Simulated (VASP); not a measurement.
# Re (P6_3/mmc) in VASP: a series of runs, part 4 of 4

VASP 6.6.1. Earlier steps stand in the parts before.

### Step 5. Electric field gradients, PBE

This run uses another cell than the first one, of 14.96 Å³/atom.

The input, INCAR:

```
ALGO     = Normal         # electronic algorithm
EDIFF    = 1E-8           # SCF threshold, eV
ENCUT    = 520            # plane-wave cutoff, eV
GGA      = PE             # functional
ISIF     = 2              # what is computed and relaxed
ISMEAR   = -1             # smearing method
LASPH    = True           # aspherical terms in the spheres
LCHARG   = False          # write CHGCAR
LEFG     = True         
LREAL    = False          # projectors in reciprocal space
LWAVE    = False          # write WAVECAR
NBANDS   = 14             # bands
NELM     = 100            # most SCF steps
PREC     = Accurate       # precision mode
SIGMA    = 0.08           # smearing width, eV
```

The input, KPOINTS:

```
k-points
0
Gamma
  14 14 8
```

The input, POSCAR:

```
Re
1.0
    2.7747730912      0.0000000000      0.0000000000
   -1.3873865456      2.4030239867      0.0000000000
    0.0000000000      0.0000000000      4.4858794431
Re
2
Direct
    0.3333333333      0.6666666667      0.2500000000
    0.6666666667      0.3333333333      0.7500000000
```

Potentials or basis: VASP PAW PBE potentials, release 64 (Re).

Launch:

```bash
> cat potpaw_PBE.64/Re/POTCAR > POTCAR
> mpirun -np 1 vasp_std > vasp.out
```

OUTCAR:

```text
EDIFF = 1E-8
   ENCUT = 520
   GGA = PE
   ISIF = 2
   ISMEAR = -1
   LASPH = True
   LREAL = False
   NELM = 100
   PREC = Accurate

 ion  position               nearest neighbor table
   1  0.333  0.667  0.250-   2 2.76   2 2.76   2 2.76   2 2.76   2 2.76   2 2.76
   2  0.667  0.333  0.750-   1 2.76   1 2.76   1 2.76   1 2.76   1 2.76   1 2.76

  LATTYP: Found a hexagonal cell.
 ALAT       =     2.7747730912
 C/A-ratio  =     1.6166653257

  Lattice vectors:

 A1 = (   2.7747730912,   0.0000000000,   0.0000000000)
 A2 = (  -1.3873865456,   2.4030239867,   0.0000000000)
 A3 = (   0.0000000000,   0.0000000000,   4.4858794431)

Analysis of symmetry for initial positions (statically):
=====================================================================
 Subroutine PRICEL returns:
 Original cell was already a primitive cell.

 Routine SETGRP: Setting up the symmetry group for a
 hexagonal supercell.

 Subroutine GETGRP returns: Found 24 space group operations
 (whereof 12 operations were pure point group operations)
 out of a pool of 24 trial point group operations.

The static configuration has the point symmetry D_3d.
 The point group associated with its full space group is D_6h.

Analysis of symmetry for dynamics (positions and initial velocities):
=====================================================================
 Subroutine PRICEL returns:
 Original cell was already a primitive cell.

 Routine SETGRP: Setting up the symmetry group for a
 hexagonal supercell.

 Subroutine GETGRP returns: Found 24 space group operations
 (whereof 12 operations were pure point group operations)
 out of a pool of 24 trial point group operations.

The dynamic configuration has the point symmetry D_3d.
 The point group associated with its full space group is D_6h.

 Subroutine INISYM returns: Found 24 space group operations
 (whereof 12 operations are pure point group operations),
 and found     1 'primitive' translations

----------------------------------------------------------------------------------------

                                     Primitive cell

  volume of cell :      29.9112

  direct lattice vectors                    reciprocal lattice vectors
     2.774773091  0.000000000  0.000000000     0.360389829  0.208071165  0.000000000
    -1.387386546  2.403023987  0.000000000     0.000000000  0.416142330  0.000000000
     0.000000000  0.000000000  4.485879443     0.000000000  0.000000000  0.222921729

  length of vectors
     2.774773091  2.774773091  4.485879443     0.416142330  0.416142330  0.222921729

  position of ions in fractional coordinates (direct lattice)
     0.333333333  0.666666667  0.250000000
     0.666666667  0.333333333  0.750000000

  ion indices of the primitive-cell ions
   primitive index   ion index
                 1           1
                 2           2

----------------------------------------------------------------------------------------

 KPOINTS: k-points

[... 79 lines left out ...]
   NUPDOWN=      -1.0000    fix difference up-down
   EMIN   =  10.00;   EMAX   =-10.00  energy-range for DOS
   EFERMI =   0.00;   METHOD = LEGACY
   ISMEAR =    -1;   SIGMA  =   0.08  broadening in eV -4-tet -1-fermi 0-gaus
   EFERMI_NEDOS =   21; number of points for ismear=-14 and -15
   IALGO  =     38    algorithm
   IMIX   =      4    mixing-type and parameters
     AMIX     =   0.40;   BMIX     =  1.00
     AMIX_MAG =   1.60;   BMIX_MAG =  1.00
  volume/ion in A,a.u.               =      14.96       100.93
  Fermi-wavevector in a.u.,A,eV,Ry     =   1.271081  2.401994 21.982200  1.615646
  Thomas-Fermi vector in A             =   2.404033
   LORBIT       =      0    0 simple, 1 ext, 2 COOP (PROOUT), +10 PAW based schemes
   GGA     = PE    functional components
   LHFCALC =     F    Hartree Fock is set to
   AEXX    =    0.0000 exact exchange contribution
   IVDW    =     0    specifies the selected vdW correction
   LEPSILON=     F    determine dielectric tensor
   LRPA    =     F    only Hartree local field effects (RPA)
 non-spin polarized calculation
  energy-cutoff  :      520.00
  volume of cell :       29.91
 maximum number of plane-waves:       823
 NGX is ok and might be reduce to    24
   NGX = 11   NGY = 11   NGZ = 17

 number of electron      14.0000000 magnetization

 Free energy of the ion-electron system (eV)
  ---------------------------------------------------
  ext. energy  EPLUGINS =         0.00000000
  ---------------------------------------------------
  free energy    TOTEN  =       -24.87083954 eV

  energy without entropy =      -24.83727832  energy(sigma->0) =      -24.85405893

 E-fermi :   7.6698     XC(G=0): -13.6413

 val. band max:        7.6579174065   @ k =   0.2143   0.1429   0.5000
 cond. band min:       7.6841128312   @ k =   0.1429   0.1429   0.0000
 fundamental gap:      0.0261954247
 Fermi energy:         7.6698450360

 k-point     1 :       0.0000    0.0000    0.0000
  band No.  band energies     occupation
      1      -2.0683      2.00000
      2       1.1793      2.00000
      3       6.1323      2.00000
      4       6.1489      2.00000
      5       6.1489      2.00000
      6       6.9602      1.99972
      7       6.9602      1.99972
      8       7.8800      0.13480
      9       7.8800      0.13480
     10       8.2580      0.00128
     11      10.9721      0.00000
     12      10.9721      0.00000
     13      17.4715      0.00000
     14      21.8175      0.00000
[... 377 lines left out ...]
      1       2.6061      2.00000
      2       3.5251      2.00000
      3       3.6760      2.00000
      4       4.4592      2.00000
      5       5.4904      2.00000
      6       5.7555      2.00000
      7       7.5874      1.47422
      8      10.4306      0.00000
      9      10.9214      0.00000
     10      11.1174      0.00000
     11      14.1957      0.00000
     12      14.2767      0.00000
     13      16.0219      0.00000
     14      21.6013      0.00000

 [... further k-points ...]
[... 5 lines left out ...]
  --------------------------------------------------------------------------------------
  -------------------------------------------------------------------------------------
  Total       -0.0877922     -0.0877922     -0.1224447      0.0000000      0.0000000      0.0000000
  in kB       -4.7025469     -4.7025469     -6.5586952      0.0000000      0.0000000      0.0000000
  external PRESSURE =      -5.3212630 kB  Pullay stress =       0.0000000 kB

 VOLUME and BASIS-vectors are now :
 -----------------------------------------------------------------------------
  energy-cutoff  :      520.00
  volume of cell :       29.91
      direct lattice vectors                 reciprocal lattice vectors
     2.774773091  0.000000000  0.000000000     0.360389829  0.208071165  0.000000000
    -1.387386546  2.403023987  0.000000000     0.000000000  0.416142330  0.000000000
     0.000000000  0.000000000  4.485879443     0.000000000  0.000000000  0.222921729

 POSITION                                       TOTAL-FORCE (eV/Angst)
 -----------------------------------------------------------------------------------
     -0.00000      1.60202      1.12147        -0.000000      0.000000      0.000000
      1.38739      0.80101      3.36441         0.000000     -0.000000      0.000000
 -----------------------------------------------------------------------------------
    total drift:                               -0.000000      0.000000     -0.000000

  FREE ENERGIE OF THE ION-ELECTRON SYSTEM (eV)
  ---------------------------------------------------
  free  energy   TOTEN  =       -24.8708395353 eV

  energy  without entropy=      -24.8372783187  energy(sigma->0) =      -24.85405893

 Electric field gradients (V/A^2)
---------------------------------------------------------------------
 ion       V_xx      V_yy      V_zz      V_xy      V_xz      V_yz
---------------------------------------------------------------------
   1      34.627    34.627   -69.255    -0.000     0.000    -0.000
   2      34.627    34.627   -69.255    -0.000    -0.000     0.000
---------------------------------------------------------------------

 Electric field gradients after diagonalization (V/A^2)
 (convention: |V_zz| > |V_xx| > |V_yy|)
----------------------------------------------------------------------
 ion       V_xx      V_yy      V_zz     asymmetry (V_yy - V_xx)/ V_zz
----------------------------------------------------------------------
   1      34.627    34.627   -69.255       0.000
   2      34.627    34.627   -69.255       0.000
----------------------------------------------------------------------

           NMR quadrupolar parameters

 Cq : quadrupolar parameter    Cq=e*Q*V_zz/h
 eta: asymmetry parameters     (V_yy - V_xx)/ V_zz
 Q  : nuclear electric quadrupole moment in mb (millibarn)
----------------------------------------------------------------------
 ion       Cq(MHz)       eta       Q (mb)
----------------------------------------------------------------------
   1      -0.167       0.000       1.000
   2      -0.167       0.000       1.000
----------------------------------------------------------------------
```

Wall time 20 s (1 thread of Intel Xeon 6975P-C (Granite Rapids), shared host); peak memory 0.18 GiB.

Results:

| Quantity | Value |
| --- | --- |
| Free energy | -24.8708 eV |
| Pressure | -0.5 GPa |
| Band gap on the k mesh | zero (bands 7 and 8 overlap by 3.19 eV) |
| Largest electric field gradient by atom | Re -69.3 V/Å² |

Levels at points of the mesh, in eV from the Fermi level:
| k point | band 4 | band 5 | band 6 | band 7 | band 8 | band 9 | band 10 | band 11 |
| --- | --- | --- | --- | --- | --- | --- | --- | --- |
| (0.00, 0.00, 0.00) | -1.52 | -1.52 | -0.71 | -0.71 | 0.21 | 0.21 | 0.59 | 3.30 |
| (0.50, 0.00, 0.00) | -1.86 | -1.71 | -1.34 | -0.59 | 3.89 | 4.27 | 4.40 | 5.93 |
| (0.00, 0.00, 0.50) | -2.33 | -1.65 | -1.65 | -1.65 | -1.65 | 2.50 | 2.50 | 2.50 |
| (0.50, 0.00, 0.50) | -3.99 | 0.41 | 0.41 | 0.91 | 0.91 | 4.19 | 4.19 | 4.68 |

Electric field gradients, principal values (V/Å²):
```
atom   least  middle  greatest (by size)
1 Re  34.627  34.627             -69.255
2 Re  34.627  34.627             -69.255
```

Caveat: without QUAD_EFG the Cq values of the log hold for a quadrupole moment of 1 mb, not for the nuclei; spin-orbit coupling is left out, which moves the levels of the heavy elements.

### Step 6. The runs side by side

```csv
cell,gap on the mesh (eV),pressure (GPa)
"a = 2.728, b = 2.728, c = 4.410 Å, angles 90.0, 90.0, 120.0°, 2 atoms",none,20.8
"a = 2.751, b = 2.751, c = 4.448 Å, angles 90.0, 90.0, 120.0°, 2 atoms",none,9.4
"a = 2.775, b = 2.775, c = 4.486 Å, angles 90.0, 90.0, 120.0°, 2 atoms",none,-0.5
```

Alike in all rows: task electric field gradients; level PBE; potentials or basis VASP PAW PBE potentials, release 64 (Re); no spin polarisation; k mesh 14 × 14 × 8; cutoff (eV) 520; smearing fermi-dirac 0.08 eV.

Caveats: spin-orbit coupling is left out, which moves the levels of the heavy elements; the cell stands under pressure (at least some runs).

Total energies depend on the potentials used, so only differences within one code and one set of settings carry meaning.

The gap in the log of VASP goes by the Fermi energy; the results here count the filled bands.